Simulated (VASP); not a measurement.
# Mg3PN (Pm-3m) in VASP: settings compared, part 2 of 2

VASP 6.6.1. The steps go on from the part before.

## (3) Dielectric tensor, r2SCAN

The input, INCAR:

```
ALGO = Normal
EDIFF = 1E-8
ENCUT = 520
ISIF = 2
ISMEAR = 0
LASPH = T
LCALCEPS = T
LCHARG = F
LMIXTAU = T
LREAL = F
LWAVE = F
METAGGA = R2SCAN
NELM = 100
PREC = Accurate
SIGMA = 0.01
```

The input, KPOINTS:

```
k-points
0
Gamma
  6 6 6
```

The input, POSCAR:

```
Mg3PN
1.0
    4.1515493141      0.0000000000      0.0000000000
    0.0000000000      4.1515493141      0.0000000000
    0.0000000000      0.0000000000      4.1515493141
P N Mg
1 1 3
Direct
    0.0000000000      0.0000000000      0.0000000000
    0.5000000000      0.5000000000      0.5000000000
    0.5000000000      0.5000000000      0.0000000000
    0.5000000000      0.0000000000      0.5000000000
    0.0000000000      0.5000000000      0.5000000000
```

Potentials or basis: VASP PAW PBE potentials, release 64 (P, N, Mg).

Started as:

```bash
cat potpaw_PBE.64/P/POTCAR potpaw_PBE.64/N/POTCAR potpaw_PBE.64/Mg/POTCAR > POTCAR
mpirun -np 1 vasp_std > vasp.out
```

OUTCAR:

```text
EDIFF = 1E-8
   ENCUT = 520
   ISIF = 2
   ISMEAR = 0
   LASPH = T
   LREAL = F
   METAGGA = R2SCAN
   NELM = 100
   PREC = Accurate

 ion  position               nearest neighbor table
   1  0.000  0.000  0.000-   3 2.94   4 2.94   5 2.94   4 2.94   5 2.94   3 2.94   5 2.94   5 2.94
                             3 2.94   4 2.94   4 2.94   3 2.94
   2  0.500  0.500  0.500-   3 2.08   4 2.08   5 2.08   3 2.08   4 2.08   5 2.08
   3  0.500  0.500  0.000-   2 2.08   2 2.08   4 2.94   5 2.94   1 2.94   4 2.94   5 2.94   1 2.94
                             4 2.94   4 2.94   1 2.94   5 2.94   5 2.94   1 2.94
   4  0.500  0.000  0.500-   2 2.08   2 2.08   3 2.94   5 2.94   1 2.94   3 2.94   1 2.94   3 2.94
                             5 2.94   3 2.94   1 2.94   5 2.94   1 2.94   5 2.94
   5  0.000  0.500  0.500-   2 2.08   2 2.08   3 2.94   4 2.94   1 2.94   3 2.94   1 2.94   4 2.94
                             1 2.94   1 2.94   3 2.94   4 2.94   3 2.94   4 2.94

  LATTYP: Found a simple cubic cell.
 ALAT       =     4.1515493141

  Lattice vectors:

 A1 = (   4.1515493141,   0.0000000000,   0.0000000000)
 A2 = (   0.0000000000,   4.1515493141,   0.0000000000)
 A3 = (   0.0000000000,   0.0000000000,   4.1515493141)

Analysis of symmetry for initial positions (statically):
[... 578 lines left out ...]
    2     0.00000    -3.40313     0.00000
    3    -0.00000     0.00000    -3.40313
 ion    2
    1    -3.37964    -0.00000    -0.00000
    2     0.00000    -3.37964    -0.00000
    3    -0.00000     0.00000    -3.37964
 ion    3
    1     2.56438    -0.00000     0.00000
    2    -0.00000     2.56438    -0.00000
    3    -0.00000    -0.00000     1.65400
 ion    4
    1     2.56438     0.00000    -0.00000
    2     0.00000     1.65400     0.00000
    3    -0.00000     0.00000     2.56438
 ion    5
    1     1.65400     0.00000     0.00000
    2    -0.00000     2.56438    -0.00000
    3     0.00000    -0.00000     2.56438

  FORCE on cell =-STRESS in cart. coord.  units (eV):
  Direction    XX          YY          ZZ          XY          YZ          ZX
  --------------------------------------------------------------------------------------
  -------------------------------------------------------------------------------------
  Total       -0.2124595     -0.2124595     -0.2124595      0.0000000      0.0000000     -0.0000000
  in kB       -4.7572521     -4.7572521     -4.7572521      0.0000000      0.0000000     -0.0000000
  external PRESSURE =      -4.7572521 kB  Pullay stress =       0.0000000 kB

 VOLUME and BASIS-vectors are now :
 -----------------------------------------------------------------------------
  energy-cutoff  :      520.00
  volume of cell :       71.55
      direct lattice vectors                 reciprocal lattice vectors
     4.151549314  0.000000000  0.000000000     0.240873930  0.000000000  0.000000000
     0.000000000  4.151549314  0.000000000     0.000000000  0.240873930  0.000000000
     0.000000000  0.000000000  4.151549314     0.000000000  0.000000000  0.240873930

 POSITION                                       TOTAL-FORCE (eV/Angst)
 -----------------------------------------------------------------------------------
      0.00000      0.00000      0.00000         0.000000      0.000000      0.000000
      2.07577      2.07577      2.07577         0.000000      0.000000      0.000000
      2.07577      2.07577      0.00000         0.000000      0.000000      0.000000
      2.07577      0.00000      2.07577         0.000000      0.000000      0.000000
      0.00000      2.07577      2.07577         0.000000      0.000000      0.000000
 -----------------------------------------------------------------------------------
    total drift:                                0.000000      0.000000     -0.000000

  FREE ENERGIE OF THE ION-ELECTRON SYSTEM (eV)
  ---------------------------------------------------
  free  energy   TOTEN  =       -35.0570574549 eV

  energy  without entropy=      -35.0570574549  energy(sigma->0) =      -35.05705745
```

OSZICAR:

```text
N       E                     dE             d eps       ncg     rms          rms(c)
DAV:   1     0.375570577968E+02    0.37557E+02   -0.65154E+03   480   0.112E+03
DAV:   2    -0.354333971701E+02   -0.72990E+02   -0.66314E+02   668   0.185E+02
[... 13 lines left out ...]
DMP:  11    -0.350570573319E+02   -0.98345E-07   -0.85684E-07   480   0.153E-06   0.118E-06
DMP:  12    -0.350570573886E+02   -0.56707E-07   -0.47205E-07   480   0.815E-07   0.703E-07
DMP:  13    -0.350570574209E+02   -0.32336E-07   -0.27567E-07   480   0.458E-07   0.446E-07
DMP:  14    -0.350570574402E+02   -0.19268E-07   -0.14820E-07   480   0.226E-07   0.279E-07
DMP:  15    -0.350570574503E+02   -0.10087E-07   -0.69507E-08   480   0.104E-07   0.134E-07
DMP:  16    -0.350570574549E+02   -0.45866E-08   -0.31673E-08   480   0.516E-08   0.532E-08
   1 F= -.35057057E+02 E0= -.35057057E+02  d E =-.788845E-14
```

stdout:

```text
POSCAR found type information on POSCAR P N Mg
 POSCAR found :  3 types and       5 ions
 scaLAPACK will be used
 -----------------------------------------------------------------------------
|                                                                             |
[... 110 lines left out ...]
 p_tot=( -0.187E+02 -0.187E+02 -0.187E+02 )
dp_tot=( -0.731E-07  0.268E-01 -0.706E-07 )  diag[e(oo)]=(    ---    7.77249    ---   )
 p_tot=( -0.187E+02 -0.187E+02 -0.187E+02 )
dp_tot=( -0.807E-07  0.267E-01 -0.702E-07 )  diag[e(oo)]=(    ---    7.75075    ---   )
 p_tot=( -0.187E+02 -0.187E+02 -0.187E+02 )
dp_tot=( -0.861E-07  0.266E-01 -0.700E-07 )  diag[e(oo)]=(    ---    7.73833    ---   )
 p_tot=( -0.187E+02 -0.187E+02 -0.187E+02 )
dp_tot=( -0.879E-07  0.266E-01 -0.699E-07 )  di
```

It took 18 min on 1 thread of Intel Xeon Platinum 8259CL at 2.50GHz (Skylake/Cascade Lake), shared host; peak memory 0.34 GiB.

Results:

```yaml
Band_gap_on_the_k_mesh: 2.19 eV
Electronic_dielectric_tensor_diagonal: 7.72
Born_charges_mean_of_the_diagonal: P -3.40; N -3.38; Mg +2.26 e
```

Electronic dielectric tensor:
```
7.72 0.00 0.00
0.00 7.72 0.00
0.00 0.00 7.72
```

Born effective charge tensors (e):
atom 1, P
```
-3.40  0.00  0.00
 0.00 -3.40  0.00
 0.00  0.00 -3.40
```
atom 2, N
```
-3.38  0.00  0.00
 0.00 -3.38  0.00
 0.00  0.00 -3.38
```
atom 3, Mg
```
2.56 0.00 0.00
0.00 2.56 0.00
0.00 0.00 1.65
```
atom 4, Mg
```
2.56 0.00 0.00
0.00 1.65 0.00
0.00 0.00 2.56
```
atom 5, Mg
```
1.65 0.00 0.00
0.00 2.56 0.00
0.00 0.00 2.56
```

Dipole moments of the cell (e·Å, modulo the quantum): ionic -18.682, -18.682, -18.682; electronic 0.000, 0.000, 0.027

Caveat: the PAW data sets were made with another functional, which shifts forces and pressure a little. A k mesh can miss the band edges.
